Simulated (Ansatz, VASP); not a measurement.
# Two plane-wave programs on Si5C

```xyz
6
Lattice="2.7720 0.0000 0.0000 -1.3860 2.4006 0.0000 0.0000 0.0000 12.0458" Properties=species:S:1:pos:R:3 pbc="T T T"
Si    0.0000    1.6004    7.2344
Si    0.0000    1.6004    0.0000
Si    0.0000    1.6004    4.8114
Si    1.3860    0.8002    9.7412
Si    1.3860    0.8002    2.3046
C     1.3860    0.8002    6.0229
```

Alike in both runs: functional PBE; k mesh 6 × 6 × 2; occupations gaussian, width 0.1 eV; no spin polarisation.

Ansatz relaxed the structure, and its values are those at the end. VASP's run is a single point on that final structure, the one shown.

```csv
,VASP,Ansatz
version,VASP 6.6.1,Ansatz 0.2.0
potentials or method,"VASP PAW PBE potentials, release 64 (Si, C), cutoff 520 eV","scalar-relativistic, plane waves, PAW"
valence electrons in the cell,24,24
```

Ansatz gave:

```
gap on the k mesh at the Fermi level (eV) : none
pressure (GPa)                            : -0.1
rms of the force components (eV/Å)        : 0.006
```

Problem. Which values does VASP return?

Solution. gap on the k mesh at the Fermi level (eV): none; pressure (GPa): -0.1; rms of the force components (eV/Å): 0.016.

A gap of «none» marks a metal or a gap that the smearing closes.

The k mesh is coarse, so the values compare programs but aren't converged.
